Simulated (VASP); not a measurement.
Here is a VASP 6.6.1 calculation.

INCAR

```
PREC = Accurate ; ENCUT = 520
EDIFF = 1E-6 ; ISMEAR = 0
SIGMA = 0.1 ; LREAL = False
LASPH = True ; NELM = 100
ALGO = Normal ; ISIF = 2
LWAVE = False ; LCHARG = False
GGA = PE ; NBANDS = 26
```

File KPOINTS:

```
regular mesh
0
Gamma
  12 12 4
```

File POSCAR:

```
AlB3As4
1.0
    3.5221762953      0.0000000000      0.0000000000
   -1.7610881477      3.0502941484      0.0000000000
    0.0000000000      0.0000000000     11.9560008048
Al B As
1 3 4
Direct
    0.3333333333      0.6666666667      0.0034058779
    0.3333333333      0.6666666667      0.5020206839
    0.6666666667      0.3333333333      0.2685796229
    0.6666666667      0.3333333333      0.7345101519
    0.3333333333      0.6666666667      0.2113787108
    0.3333333333      0.6666666667      0.6782293430
    0.6666666667      0.3333333333      0.4449381835
    0.6666666667      0.3333333333      0.9089374261
```

Potentials or basis: VASP PAW PBE potentials, release 64 (Al, B, As).

Run with:

```sh
$ cat potpaw_PBE.64/Al/POTCAR potpaw_PBE.64/B/POTCAR potpaw_PBE.64/As/POTCAR > POTCAR
$ mpirun -np 1 vasp_std > vasp.out
```

**Question.** Estimate the pressure.

**Answer.** 0.4 GPa.

**Question.** What does it give for the band gap on the k mesh?

**Answer.** Zero (bands 16 and 17 overlap by 0.03 eV).

**Question.** Estimate the largest force.

**Answer.** 0.034 eV/Å.

Forces on the atoms (eV/Å):
```
Al   0.000  0.000  0.034
B    0.000  0.000 -0.007
B    0.000  0.000 -0.009
B    0.000  0.000 -0.020
As   0.000  0.000 -0.017
As   0.000  0.000  0.005
As   0.000  0.000  0.007
As   0.000  0.000  0.008
```

Caveat: semilocal functionals underestimate gaps, so a narrow gap can read as zero.
